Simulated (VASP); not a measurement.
Here is a VASP 6.6.1 calculation.

Contents of POSCAR:

```
NbP
1.0
   -1.6351092073      1.6351092073      5.6150101972
    1.6351092073     -1.6351092073      5.6150101972
    1.6351092073      1.6351092073     -5.6150101972
Nb P
2 2
Direct
    0.7498223615      0.7498223615      0.0000000000
    0.4998223615      0.9998223615      0.5000000000
    0.3328062135      0.3328062135      0.0000000000
    0.0828062135      0.5828062135      0.5000000000
```

Contents of INCAR.step1:

```
SYSTEM = NbP
PREC = Accurate ; ENCUT = 520
ISMEAR = -1 ; SIGMA = 0.02
LREAL = .False. ; LASPH = .True.
NELM = 60 ; NBANDS = 26
GGA = PE ; ALGO = Normal
EDIFF = 1E-4 ; LWAVE = .True.
LCHARG = .False.
```

The input INCAR.step2:

```
SYSTEM = NbP
PREC = Accurate ; ENCUT = 520
EDIFF = 1E-7 ; ISMEAR = -1
SIGMA = 0.02 ; LREAL = .False.
LASPH = .True. ; NELM = 60
ALGO = Normal ; ISIF = 2
LWAVE = .False. ; LCHARG = .False.
METAGGA = R2SCAN ; LMIXTAU = .True.
NBANDS = 26 ; ISTART = 1
```

The input KPOINTS:

```
Automatic mesh
0
Gamma
  8 8 8
  0 0 0
```

Potentials or basis: VASP PAW PBE potentials, release 64 (Nb_sv, P).

Run with:

```console
$ cat potpaw_PBE.64/Nb_sv/POTCAR potpaw_PBE.64/P/POTCAR > POTCAR
$ cp INCAR.step1 INCAR
$ mpirun -np 1 vasp_std > vasp.out
$ cp INCAR.step2 INCAR
$ mpirun -np 1 vasp_std > vasp.out
```

What does it give for the band gap on the k mesh?

Zero (bands 18 and 19 overlap by 0.04 eV).

Predict the largest force.

0.030 eV/Å.

What does it give for the pressure?

13.4 GPa.

Forces in eV/Å, atoms in the order of the input:
```
Nb   0.000  0.000  0.030
Nb   0.000  0.000  0.030
P    0.000  0.000 -0.030
P    0.000  0.000 -0.030
```

Caveat: the cell stands under pressure; the PAW data sets were made with another functional, which shifts forces and pressure a little.
